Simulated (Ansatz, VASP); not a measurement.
# CoSi2 in VASP and in Ansatz

```
CELL_PARAMETERS angstrom
0.00000 2.78907 2.65625
2.78907 0.00000 2.65625
2.78907 2.78907 0.00000
ATOMIC_POSITIONS crystal
Co 0.00000 0.00000 0.00000
Si 0.25000 0.25000 0.25000
Si 0.75000 0.75000 0.75000
```

Change from the starting cell: strain +0.050 along x and y, +0.000 along z, atoms carried along.

Alike in both runs: task single point; functional PBEsol; k mesh 16 × 16 × 16; occupations gaussian, width 0.15 eV; no spin polarisation.

|  | VASP | Ansatz |
| --- | --- | --- |
| version | VASP 6.6.1 | Ansatz 0.2.0 |
| potentials or method | VASP PAW PBE potentials, release 64 (Co, Si), cutoff 520 eV | scalar-relativistic, plane waves, PAW |
| valence electrons in the cell | 17 | 25 |

|  | VASP | Ansatz | Ansatz less VASP |
| --- | --- | --- | --- |
| gap on the k mesh at the Fermi level (eV) | none | none | - |
| pressure (GPa) | -15.0 | -15.0 | -0.04 |
| traceless stress, the component that is largest in VASP (GPa) | 2.79 | 2.78 | -0.007 |

VASP's potentials were made for PBE, not for PBEsol. A gap of «none» marks a metal or a gap that the smearing closes. The functional is the same, so the differences come from potentials, cutoffs and numerics. VASP's potentials hold 17 valence electrons a cell and Ansatz's 25, so a difference there can come from the potentials and not from the codes.
